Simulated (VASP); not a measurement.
Wanted: the native input for a VASP 6.6.1 run.

- Task: single point
- Functional: r2SCAN50
- Potentials or basis: VASP PAW PBE potentials, release 64 (I)
- Cutoff: 520 eV
- k mesh: 5 × 5 × 5
- Occupations: fermi-dirac, width 0.05 eV
- Spin: no spin polarisation
- Dipole correction: no
- Grid for exact exchange (PRECFOCK): Normal
- Further INCAR settings: ALGO = Normal; EDIFF = 1e-06; NBANDS = 10
- Share of exact exchange: 0.5

Crystal: I.

```
I
1.0
     0.00000    2.34972    3.88360
     2.17753    0.00000    3.88360
     2.17753    2.34972    0.00000
I
1
Direct
  0.00000 0.00000 0.00000
```

One way to write it, as run:

POSCAR

```
I
1.0
    0.0000000000      2.3497234514      3.8835988039
    2.1775319666      0.0000000000      3.8835988039
    2.1775319666      2.3497234514      0.0000000000
I
1
Direct
    0.0000000000      0.0000000000      0.0000000000
```

INCAR.step1

```
SYSTEM = I
ALGO = Normal ; EDIFF = 1E-5
ENCUT = 520 ; GGA = PE
ISIF = 2 ; ISMEAR = -1
LASPH = .TRUE. ; LREAL = .FALSE.
LWAVE = .TRUE. ; NBANDS = 10
NELM = 100 ; PREC = Accurate
SIGMA = 0.05
```

INCAR.step2

```
SYSTEM = I
AEXX = 0.5 ; ALGO = Normal
EDIFF = 1E-6 ; ENCUT = 520
ISIF = 2 ; ISMEAR = -1
ISTART = 1 ; LASPH = .TRUE.
LCHARG = .TRUE. ; LELF = .TRUE.
LHFCALC = .TRUE. ; LMIXTAU = .TRUE.
LREAL = .FALSE. ; LVHAR = .TRUE.
LWAVE = .FALSE. ; METAGGA = R2SCAN
NBANDS = 10 ; NELM = 100
PREC = Accurate ; PRECFOCK = Normal
SIGMA = 0.05
```

KPOINTS

```
k-points
0
G
  5 5 5
  0 0 0
```

Potentials or basis: VASP PAW PBE potentials, release 64 (I).

Command:

```sh
$ cat potpaw_PBE.64/I/POTCAR > POTCAR
$ cp INCAR.step1 INCAR
$ mpirun -np 1 vasp_std > vasp.out
$ cp INCAR.step2 INCAR
$ mpirun -np 1 vasp_std > vasp.out
```

Results of the run:

```
Pressure               : -2.2 GPa
Band gap on the k mesh : zero (an odd number of electrons rules out a gap without spin polarisation)
```

Caveat: the k points lie up to 0.43 Å⁻¹ apart, too coarse for converged energies and pressures of a metal; the PAW data sets were made with another functional, which shifts forces and pressure a little; spin-orbit coupling is left out, which moves the levels of the heavy elements; an odd number of electrons without spin polarisation forces a metal; a magnetic or distorted state may lie lower.

Wall time 12 min on 1 thread of Intel(R) Xeon(R) Platinum 8259CL CPU @ 2.50GHz (Skylake/Cascade Lake), with other jobs on the host, peak memory 0.18 GiB.
